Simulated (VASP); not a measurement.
Here is a VASP 6.6.1 calculation.

Contents of INCAR:

```
SYSTEM = B
  ALGO = Normal
  EDIFF = 1E-7
  ENCUT = 520
  GGA = PS
  ISIF = 2
  ISMEAR = -1
  LASPH = .TRUE.
  LCHARG = .TRUE.
  LELF = .TRUE.
  LREAL = .FALSE.
  LVHAR = .TRUE.
  LWAVE = .FALSE.
  NBANDS = 30
  NELM = 80
  PREC = Accurate
  SIGMA = 0.05
```

The input KPOINTS:

```
k-points
0
G
  7 7 7
  0 0 0
```

Contents of POSCAR:

```
B
1.0
    2.4383420591      1.4077774442      4.1659282508
   -2.4383420591      1.4077774442      4.1659282508
    0.0000000000     -2.8155548884      4.1659282508
B
12
Direct
    0.0105812640      0.6538502901      0.0105812640
    0.0105812640      0.0105812640      0.6538502901
    0.6538502901      0.0105812640      0.0105812640
    0.9894187360      0.3461497099      0.9894187360
    0.3461497099      0.9894187360      0.9894187360
    0.9894187360      0.9894187360      0.3461497099
    0.2215736072      0.6298376755      0.2215736072
    0.2215736072      0.2215736072      0.6298376755
    0.6298376755      0.2215736072      0.2215736072
    0.7784263928      0.3701623245      0.7784263928
    0.3701623245      0.7784263928      0.7784263928
    0.7784263928      0.7784263928      0.3701623245
```

Potentials or basis: VASP PAW PBE potentials, release 64 (B).

Run with:

```console
$ cat potpaw_PBE.64/B/POTCAR > POTCAR
$ mpirun -np 1 vasp_std > vasp.out
```

Q: What does it give for the largest force?

A: 0.032 eV/Å.

Q: What does it give for the pressure?

A: 0.4 GPa.

Forces on the atoms (eV/Å):
```
B    0.016 -0.009 -0.009
B    0.000  0.019 -0.009
B   -0.016 -0.009 -0.009
B   -0.016  0.009  0.009
B    0.016  0.009  0.009
B    0.000 -0.019  0.009
B    0.027 -0.015  0.008
B    0.000  0.031  0.008
B   -0.027 -0.015  0.008
B   -0.027  0.015 -0.008
B    0.027  0.015 -0.008
B    0.000 -0.031 -0.008
```

Caveat: the PAW data sets were made with another functional, which shifts forces and pressure a little.
